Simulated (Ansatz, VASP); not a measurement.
**Pt: VASP beside Ansatz**

```
Pt
1.0
     0.00000    1.86878    1.86878
     1.86878    0.00000    1.86878
     1.86878    1.86878    0.00000
Pt
1
Direct
  0.00000 0.00000 0.00000
```

Alike in both runs: task relaxation of cell and atoms; functional PBEsol; k mesh 10 × 10 × 10; occupations gaussian, width 0.1 eV; no spin polarisation.

|  | VASP | Ansatz |
| --- | --- | --- |
| version | VASP 6.6.1 | Ansatz 0.2.0 |
| potentials or method | VASP PAW PBE potentials, release 64 (Pt), cutoff 600 eV | scalar-relativistic, plane waves, PAW |
| valence electrons in the cell | 10 | 18 |

VASP gave:

* gap on the k mesh at the Fermi level, each at its own relaxed structure (eV): none
* relaxed volume (Å³/atom): 15.02
* relaxed cell length with the largest relative difference (Å): 2.770

Estimate Ansatz's values.

gap on the k mesh at the Fermi level, each at its own relaxed structure (eV): none; relaxed volume (Å³/atom): 15.06; relaxed cell length with the largest relative difference (Å): 2.772.

VASP's potentials were made for PBE, not for PBEsol. A gap of «none» marks a metal or a gap that the smearing closes. VASP's potentials hold 10 valence electrons a cell and Ansatz's 18, so a difference there can come from the potentials and not from the codes.

Spin-orbit coupling is off throughout. Noted on VASP's run: the volume moved by over 15 % at a fixed basis, so the end points are rough.
